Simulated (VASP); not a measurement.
Al, 10 atoms in the cell. The cell holds a slab with vacuum, 10 atoms: a = 2.817 Å, b = 3.984 Å, c = 27.676 Å, α = 90.00°, β = 90.00°, γ = 90.00°. 

```yaml
Program: VASP 6.6.1
Task: relaxation of the atoms
Functional: LDA
Potentials_or_basis: VASP PAW LDA potentials, release 64 (Al)
Cutoff: 520 eV
k_mesh: 12 × 9 × 1
Occupations: gaussian, width 0.1 eV
Spin: no spin polarisation
Dipole_correction: yes
Further_INCAR_settings: ALGO = Normal; EDIFF = 1e-06; IBRION = 2; EDIFFG = -0.02; NSW = 80
```

Potentials or basis: VASP PAW LDA potentials, release 64 (Al).

Launch:

```sh
$ cat potpaw_LDA.64/Al/POTCAR > POTCAR
$ mpirun -np 4 vasp_std > vasp.out
```

Hardware: 4 MPI ranks on Intel(R) Xeon(R) Platinum 8175M CPU @ 2.50GHz (Skylake/Cascade Lake), with other jobs on the host.

Question: How long does it take, and how much memory?

Answer: Wall time 4.6 min on 4 MPI ranks on Intel(R) Xeon(R) Platinum 8175M CPU @ 2.50GHz (Skylake/Cascade Lake), on a shared host, peak memory 0.4 GiB a rank. Counts: scf iterations 64, k points 35, ion steps 7.
